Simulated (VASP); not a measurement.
# GaSb (I-4m2) in VASP: single point with PBE

Aim: the single point of GaSb with PBE.

Everything below comes from runs of VASP 6.6.1. Logs are shortened: lines on timing, memory, paths and dates and some standing lists are left out, and cuts for length are marked.

## (1) The cell of the first run

The structure is tetragonal, space group I-4m2 (No. 119). The conventional cell has a = 5.507 Å, b = 5.507 Å, c = 3.181 Å, α = 90.00°, β = 90.00°, γ = 90.00°. Within 3.8 Å of Ga (site symmetry -4m2) lie 8 Sb at 2.87 to 3.64 Å and 2 Ga at 3.18 Å. Within 3.8 Å of Sb (site symmetry -4m2) lie 8 Ga at 2.87 to 3.64 Å and 2 Sb at 3.18 Å.

## (2) Single point, PBE

INCAR reads:

```
SYSTEM = GaSb
ALGO = Normal
EDIFF = 1E-6
ENCUT = 500
GGA = PE
GGA_COMPAT = .FALSE.
ISIF = 2
ISMEAR = 0
LASPH = .TRUE.
LCHARG = .FALSE.
LREAL = .FALSE.
LWAVE = .FALSE.
NBANDS = 16
NELM = 120
PREC = Accurate
SIGMA = 0.1
```

KPOINTS reads:

```
k-points
0
G
  6 6 6
  0 0 0
```

POSCAR reads:

```
GaSb
1.0
   -2.7534340000      2.7534340000      1.5907070000
    2.7534340000     -2.7534340000      1.5907070000
    2.7534340000      2.7534340000     -1.5907070000
Ga Sb
1 1
Direct
    0.2500000000      0.7500000000      0.5000000000
    0.0000000000      0.0000000000      0.0000000000
```

Potentials or basis: VASP PAW PBE potentials, release 64 (Ga_d, Sb).

Started as:

```
> cat potpaw_PBE.64/Ga_d/POTCAR potpaw_PBE.64/Sb/POTCAR > POTCAR
> mpirun -np 1 vasp_std > vasp.out
```

OUTCAR:

```text
SYSTEM = GaSb
   EDIFF = 1E-6
   ENCUT = 500
   GGA = PE
   ISIF = 2
   ISMEAR = 0
   LASPH = .TRUE.
   LREAL = .FALSE.
   NELM = 120
   PREC = Accurate

 ion  position               nearest neighbor table
   1  0.250  0.750  0.500-   2 2.87   2 2.87   2 2.87   2 2.87
   2  0.000  0.000  0.000-   1 2.87   1 2.87   1 2.87   1 2.87

  LATTYP: Found a body centered tetragonal cell.
 ALAT       =     5.5068680000
 C/A-ratio  =     0.5777174975

  Lattice vectors:

 A1 = (  -2.7534340000,   2.7534340000,   1.5907070000)
 A2 = (   2.7534340000,  -2.7534340000,   1.5907070000)
 A3 = (   2.7534340000,   2.7534340000,  -1.5907070000)

Analysis of symmetry for initial positions (statically):
=====================================================================
 Subroutine PRICEL returns:
 Original cell was already a primitive cell.

 Routine SETGRP: Setting up the symmetry group for a
 body centered tetragonal supercell.

 Subroutine GETGRP returns: Found  8 space group operations
 (whereof  8 operations were pure point group operations)
 out of a pool of 16 trial point group operations.

The static configuration has the point symmetry D_2d.

Analysis of symmetry for dynamics (positions and initial velocities):
=====================================================================
 Subroutine PRICEL returns:
 Original cell was already a primitive cell.

 Routine SETGRP: Setting up the symmetry group for a
 body centered tetragonal supercell.

 Subroutine GETGRP returns: Found  8 space group operations
 (whereof  8 operations were pure point group operations)
 out of a pool of 16 trial point group operations.

The dynamic configuration has the point symmetry D_2d.

 Subroutine INISYM returns: Found  8 space group operations
 (whereof  8 operations are pure point group operations),
 and found     1 'primitive' translations

----------------------------------------------------------------------------------------

                                     Primitive cell

  volume of cell :      48.2391

  direct lattice vectors                    reciprocal lattice vectors
    -2.753434000  2.753434000  1.590707000     0.000000000  0.181591424  0.314325643
     2.753434000 -2.753434000  1.590707000     0.181591424  0.000000000  0.314325643
     2.753434000  2.753434000 -1.590707000     0.181591424  0.181591424  0.000000000

  length of vectors
     4.206322187  4.206322187  4.206322187     0.363009717  0.363009717  0.256809054

  position of ions in fractional coordinates (direct lattice)
     0.250000000  0.750000000  0.500000000
     0.000000000  0.000000000  0.000000000

  ion indices of the primitive-cell ions
   primitive index   ion index
                 1           1
                 2           2

----------------------------------------------------------------------------------------

 KPOINTS: k-points

Automatic generation of k-mesh.
 Grid dimensions read from file:
 generate k-points for:    6    6    6

 Generating k-lattice:

  Cartesian coordinates                     Fractional coordinates (reciprocal lattice)
     0.000000000  0.030265237  0.052387607     0.166666667  0.000000000  0.000000000
     0.030265237  0.000000000  0.052387607     0.000000000  0.166666667  0.000000000
     0.030265237  0.030265237  0.000000000     0.000000000  0.000000000  0.166666667

  Length of vectors
     0.060501620  0.060501620  0.042801509

  Shift w.r.t. Gamma in fractional coordinates (k-lattice)
     0.000000000  0.000000000  0.000000000

 Subroutine IBZKPT returns following result:
 ===========================================

 Found     30 irreducible k-points:

 Following reciprocal coordinates:
            Coordinates               Weight
  0.000000  0.000000  0.000000      1.000000
  0.166667 -0.000000  0.000000      8.000000
  0.333333  0.000000  0.000000      8.000000
  0.500000  0.000000 -0.000000      4.000000
  0.166667  0.166667  0.000000      8.000000
  0.333333  0.166667  0.000000     16.000000
[... 16 lines left out ...]
 -0.333333 -0.333333  0.166667      8.000000
 -0.166667 -0.333333  0.166667      8.000000
 [... further k-points ...]
   k-points           NKPTS =     30   k-points in BZ     NKDIM =     30   number of bands    NBANDS=     16
   number of dos      NEDOS =    301   number of ions     NIONS =      2
   total plane-waves  NPLWV =  32768
   dimension x,y,z NGX =    32 NGY =   32 NGZ =   32
   dimension x,y,z NGXF=    64 NGYF=   64 NGZF=   64
   ions per type =               1   1
   NGX,Y,Z   is equivalent  to a cutoff of  12.65, 12.65, 12.65 a.u.
   NGXF,Y,Z  is equivalent  to a cutoff of  25.29, 25.29, 25.29 a.u.
 SYSTEM =  GaSb
   PREC   = accura    normal or accurate (medium, high low for compatibility)
   ISTART =      0    job   : 0-new  1-cont  2-samecut
   ICHARG =      2    charge: 1-file 2-atom 10-const
   ISPIN  =      1    spin polarized calculation?
   LNONCOLLINEAR =      F non collinear calculations
   LSORBIT =      F    spin-orbit coupling
   LASPH  =      T    aspherical Exc in radial PAW
   ENCUT  =  500.0 eV  36.75 Ry    6.06 a.u.   7.67  7.67  7.67*2*pi/ulx,y,z
   NELM   =    120;   NELMIN=  2; NELMDL= -5     # of ELM steps
   EDIFF  = 0.1E-05   stopping-criterion for ELM
   LREAL  =      F    real-space projection
   EDIFFG = 0.1E-04   stopping-criterion for IOM
   NSW    =      0    number of steps for IOM
   IBRION =     -1    ionic relax: 0-MD 1-quasi-New 2-CG
   NFREE  =      0    steps in history (QN), initial steepest desc. (CG)
   ISIF   =      2    stress and relaxation
   ISYM   =      2    0-nonsym 1-usesym 2-fastsym
   POTIM  = 0.5000    time-step for ionic-motion
   TEBEG  =    0.0;   TEEND  =   0.0 temperature during run
   PSTRESS=    0.0 pullay stress
   NELECT =      18.0000    total number of electrons
   NUPDOWN=      -1.0000    fix difference up-down
   EMIN   =  10.00;   EMAX   =-10.00  energy-range for DOS
   EFERMI =   0.00;   METHOD = LEGACY
   ISMEAR =     0;   SIGMA  =   0.10  broadening in eV -4-tet -1-fermi 0-gaus
   EFERMI_NEDOS =   21; number of points for ismear=-14 and -15
   IALGO  =     38    algorithm
   IMIX   =      4    mixing-type and parameters
     AMIX     =   0.40;   BMIX     =  1.00
     AMIX_MAG =   1.60;   BMIX_MAG =  1.00
  volume/ion in A,a.u.               =      24.12       162.77
  Fermi-wavevector in a.u.,A,eV,Ry     =   1.178598  2.227228 18.899772  1.389094
  Thomas-Fermi vector in A             =   2.314924
   LORBIT       =      0    0 simple, 1 ext, 2 COOP (PROOUT), +10 PAW based schemes
   GGA     = PE    functional components
   LHFCALC =     F    Hartree Fock is set to
   AEXX    =    0.0000 exact exchange contribution
   IVDW    =     0    specifies the selected vdW correction
   LEPSILON=     F    determine dielectric tensor
   LRPA    =     F    only Hartree local field effects (RPA)
 non-spin polarized calculation
 Gauss-broadening in eV      SIGMA  =   0.10
  energy-cutoff  :      500.00
  volume of cell :       48.24
 maximum number of plane-waves:      1253
 NGX is ok and might be reduce to    32
   NGX = 15   NGY = 15   NGZ = 15

 number of electron      17.9999994 magnetization

 Free energy of the ion-electron system (eV)
  ---------------------------------------------------
  ext. energy  EPLUGINS =         0.00000000
  ---------------------------------------------------
  free energy    TOTEN  =        -6.96721669 eV

  energy without entropy =       -6.96208303  energy(sigma->0) =       -6.96464986

 E-fermi :   6.7255     XC(G=0): -10.2341

 val. band max:        6.6788322053   @ k =   0.3333   0.1667   0.0000
 cond. band min:       6.9982150394   @ k =   0.3333   0.0000   0.0000
 fundamental gap:      0.3193828341
 Fermi energy:         6.7255397227

 k-point     1 :       0.0000    0.0000    0.0000
  band No.  band energies     occupation
      1      -8.3712      2.00000
      2      -8.2810      2.00000
      3      -8.2738      2.00000
      4      -8.2581      2.00000
      5      -8.2581      2.00000
      6      -5.3800      2.00000
[... 8 lines left out ...]
     15      16.3576      0.00000
     16      17.2382      0.00000

 k-point     2 :       0.1667   -0.0000    0.0000
  band No.  band energies     occupation
      1      -8.3386      2.00000
      2      -8.2848      2.00000
      3      -8.2738      2.00000
      4      -8.2713      2.00000
      5      -8.2664      2.00000
      6      -4.8526      2.00000
[... 8 lines left out ...]
     15      14.9980      0.00000
     16      16.0459      0.00000

 k-point     3 :       0.3333    0.0000    0.0000
  band No.  band energies     occupation
      1      -8.3089      2.00000
      2      -8.3012      2.00000
      3      -8.2873      2.00000
      4      -8.2680      2.00000
      5      -8.2556      2.00000
      6      -3.3312      2.00000
[... 8 lines left out ...]
     15      13.8624      0.00000
     16      17.2152      0.00000

 k-point     4 :       0.5000    0.0000   -0.0000
  band No.  band energies     occupation
      1      -8.3228      2.00000
      2      -8.3153      2.00000
      3      -8.2903      2.00000
      4      -8.2496      2.00000
      5      -8.2359      2.00000
      6      -1.7487      2.00000
[... 8 lines left out ...]
     15      16.9269      0.00000
     16      17.4817      0.00000
[... 324 lines left out ...]
 k-point    22 :      -0.1667    0.5000    0.1667
  band No.  band energies     occupation
      1      -8.3175      2.00000
      2      -8.3000      2.00000
      3      -8.2952      2.00000
      4      -8.2658      2.00000
      5      -8.2481      2.00000
      6      -2.2134      2.00000
[... 8 lines left out ...]
     15      17.7402      0.00000
     16      17.9036      0.00000

 k-point    23 :      -0.3333   -0.3333    0.1667
  band No.  band energies     occupation
      1      -8.3195      2.00000
      2      -8.3002      2.00000
      3      -8.2960      2.00000
      4      -8.2669      2.00000
      5      -8.2468      2.00000
      6      -1.8625      2.00000
[... 8 lines left out ...]
     15      17.4249      0.00000
     16      17.9186      0.00000

 k-point    24 :      -0.1667   -0.3333    0.1667
  band No.  band energies     occupation
      1      -8.3163      2.00000
      2      -8.3137      2.00000
      3      -8.2976      2.00000
      4      -8.2508      2.00000
      5      -8.2392      2.00000
      6      -2.0295      2.00000
[... 8 lines left out ...]
     15      16.4915      0.00000
     16      18.4822      0.00000

 [... further k-points ...]

------------------------ aborting loop because EDIFF is reached ----------------------------------------

  FORCE on cell =-STRESS in cart. coord.  units (eV):
  Direction    XX          YY          ZZ          XY          YZ          ZX
  --------------------------------------------------------------------------------------
  -------------------------------------------------------------------------------------
  Total        0.4420455      0.4420455     -0.5403870      0.0000000      0.0000000      0.0000000
  in kB       14.6817564     14.6817564    -17.9479958      0.0000000      0.0000000      0.0000000
  external PRESSURE =       3.8051723 kB  Pullay stress =       0.0000000 kB

 VOLUME and BASIS-vectors are now :
 -----------------------------------------------------------------------------
  energy-cutoff  :      500.00
  volume of cell :       48.24
      direct lattice vectors                 reciprocal lattice vectors
    -2.753434000  2.753434000  1.590707000     0.000000000  0.181591424  0.314325643
     2.753434000 -2.753434000  1.590707000     0.181591424  0.000000000  0.314325643
     2.753434000  2.753434000 -1.590707000     0.181591424  0.181591424  0.000000000

 POSITION                                       TOTAL-FORCE (eV/Angst)
 -----------------------------------------------------------------------------------
      2.75343      0.00000      0.79535         0.000000      0.000000     -0.000000
      0.00000      0.00000      0.00000        -0.000000     -0.000000      0.000000
 -----------------------------------------------------------------------------------
    total drift:                                0.000000     -0.000000     -0.000000

  FREE ENERGIE OF THE ION-ELECTRON SYSTEM (eV)
  ---------------------------------------------------
  free  energy   TOTEN  =        -6.9672166948 eV

  energy  without entropy=       -6.9620830272  energy(sigma->0) =       -6.96464986
```

It took 9.1 s on 1 thread of Intel Xeon 6975P-C (Granite Rapids), shared host; peak memory 0.18 GiB.

Results:

- Free energy: -6.9672 eV
- Pressure: 0.4 GPa
- Band gap on the k mesh: zero (band 9 reaches 8.36 eV, above the bottom of band 10 at 3.56 eV)

Stress tensor (GPa, compression positive):
```
 1.47  0.00  0.00
 0.00  1.47  0.00
 0.00  0.00 -1.79
```

Caveat: the k points lie up to 0.38 Å⁻¹ apart; spin-orbit coupling is left out, which moves the levels of the heavy elements.
